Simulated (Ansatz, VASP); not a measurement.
**Two plane-wave programs on Hf**

Contents of POSCAR:

```
Hf
1.0
    3.1967000000      0.0000000000      0.0000000000
   -1.5983500000      2.7684234083      0.0000000000
    0.0000000000      0.0000000000      5.0578000000
Hf
2
Direct
    0.3333333333      0.6666666667      0.2500000000
    0.6666666667      0.3333333333      0.7500000000
```

Contents of INCAR.step1:

```
  PREC = Accurate
  ENCUT = 600
  ISMEAR = 0
  SIGMA = 0.1
  LREAL = False
  LASPH = True
  NELM = 60
  GGA = PE
  ALGO = Normal
  EDIFF = 1E-4
  LWAVE = True
  LCHARG = False
```

Contents of INCAR.step2:

```
  PREC = Accurate
  ENCUT = 600
  EDIFF = 1E-6
  ISMEAR = 0
  SIGMA = 0.1
  LREAL = False
  LASPH = True
  NELM = 60
  ALGO = Normal
  ISIF = 3
  LWAVE = False
  LCHARG = False
  METAGGA = R2SCAN
  LMIXTAU = True
  IBRION = 2
  NSW = 90
  EDIFFG = -0.02
  ISTART = 1
```

KPOINTS

```
regular mesh
0
Gamma
  12 12 8
```

Input for Ansatz:

```yaml
crystal:
  lattice:
    - [3.1967, 0.0, 0.0]
    - [-1.59835, 2.7684234083, 0.0]
    - [0.0, 0.0, 5.0578]
  atoms:
    - { symbol: Hf, position: [0.3333333333, 0.6666666667, 0.25] }
    - { symbol: Hf, position: [0.6666666667, 0.3333333333, 0.75] }
basis:
  ecutwfc: 500
kpoints:
  mp_grid: { grid: [12, 12, 8] }
hamiltonian:
  xc: r2scan
scf:
  occupations: { method: gaussian, width: 0.1 }
output:
  forces: true
  stress: true
  eigenvalues: true
  write_density: true
  write_potential: true
  elf: true
  volumetric_format: npy
relax:
  adjacent_minimum: "off"
  f_tol: 0.02
  max_steps: 70
  cell: { stress_tol: 0.1 }
```

Alike in both runs: task relaxation of cell and atoms; functional r2SCAN; k mesh 12 × 12 × 8; occupations gaussian, width 0.1 eV; no spin polarisation.

|  | VASP | Ansatz |
| --- | --- | --- |
| version | VASP 6.6.1 | Ansatz 0.2.0 |
| potentials or method | VASP PAW PBE potentials, release 64 (Hf_pv), cutoff 600 eV | scalar-relativistic, plane waves, PAW |
| valence electrons in the cell | 20 | 52 |

```tsv
	VASP	Ansatz	Ansatz less VASP
gap on the k mesh at the Fermi level, each at its own relaxed structure (eV)	none	none	-
relaxed volume (Å³/atom)	22.24	22.37	+0.125
relaxed length of the cell vector where the two differ most in proportion (Å)	3.192	3.198	+0.0067
```

VASP's potentials were made for PBE, not for r2SCAN. A gap of «none» marks a metal or a gap that the smearing closes. VASP's potentials hold 20 valence electrons a cell and Ansatz's 52, so a difference there can come from the potentials and not from the codes.

Neither program's run includes spin-orbit coupling.
